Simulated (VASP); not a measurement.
FeS2, 6 atoms in the cell. It takes space group Pnnm (No. 58, orthorhombic). Conventional cell: a = 4.431 Å, b = 5.401 Å, c = 3.379 Å, α = 90.00°, β = 90.00°, γ = 90.00°. Fe (site symmetry 2/m) has 6 S at 2.23 to 2.25 Å within 2.9 Å. Within 3.6 Å of S (site symmetry m) lie 12 S at 2.22 to 3.38 Å and 6 Fe at 2.23 to 3.60 Å. 

```yaml
Program: VASP 6.6.1
Task: single point
Functional: HSE06
Potentials_or_basis: VASP PAW PBE potentials, release 64 (Fe, S)
Cutoff: 520 eV
k_mesh: 4 × 2 × 4
Occupations: gaussian, width 0.01 eV
Spin: no spin polarisation
Dipole_correction: no
Grid_for_exact_exchange_PRECFOCK: Normal
Further_INCAR_settings: ALGO = Normal; EDIFF = 1e-06; NBANDS = 29
Share_of_exact_exchange: 0.25
Screening_parameter: 0.2079 1/Å
```

Potentials or basis: VASP PAW PBE potentials, release 64 (Fe, S).

Launch:

```bash
$ cat potpaw_PBE.64/Fe/POTCAR potpaw_PBE.64/S/POTCAR > POTCAR
$ cp INCAR.step1 INCAR
$ mpirun -np 1 vasp_std > vasp.out
$ cp INCAR.step2 INCAR
$ mpirun -np 1 vasp_std > vasp.out
```

Hardware: 1 thread of Intel(R) Xeon(R) Platinum 8259CL CPU @ 2.50GHz (Skylake/Cascade Lake), on a shared host.

How long does it take, and how much memory?

It took 52 min on 1 thread of Intel(R) Xeon(R) Platinum 8259CL CPU @ 2.50GHz (Skylake/Cascade Lake) (shared host), peak memory 0.35 GiB. Counts: k points 18.
